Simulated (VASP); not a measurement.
## Cu: single point with r2SCAN+rVV10

Cu:

```
Cu
1.0
     0.00000    1.72403    1.72403
     1.72403    0.00000    1.72403
     1.72403    1.72403    0.00000
Cu
1
Direct
  0.00000 0.00000 0.00000
```

| Property | Result |
| --- | --- |
| Program | VASP 6.6.1 |
| Task | single point |
| Functional | r2SCAN |
| Dispersion | rVV10 |
| Potentials or basis | VASP PAW PBE potentials, release 64 (Cu) |
| Cutoff | 520 eV |
| k mesh | 20 × 20 × 20 |
| Occupations | gaussian, width 0.1 eV |
| Spin | no spin polarisation |
| Dipole correction | no |
| Further INCAR settings | ALGO = Normal; EDIFF = 1e-06; NBANDS = 12 |

| Quantity | Value |
| --- | --- |
| Pressure | 22.3 GPa |

Levels at points of the mesh, in eV from the Fermi level:
```tsv
k point	band 4	band 5	band 6	band 7	band 8	band 9
(0.00, 0.00, 0.00)	-3.61	-2.59	-2.59	24.54	28.73	28.73
(0.50, 0.00, 0.00)	-1.86	-1.86	-1.50	4.77	22.97	25.51
(0.50, 0.50, 0.00)	-1.67	-1.67	1.48	8.49	14.95	14.95
```

It took 72 s on 1 thread of AMD EPYC 9R45 96-Core Processor (Zen 5), with other jobs on the host, peak memory 0.15 GiB.

Caveat: the PAW data sets were made with another functional, which shifts forces and pressure a little.
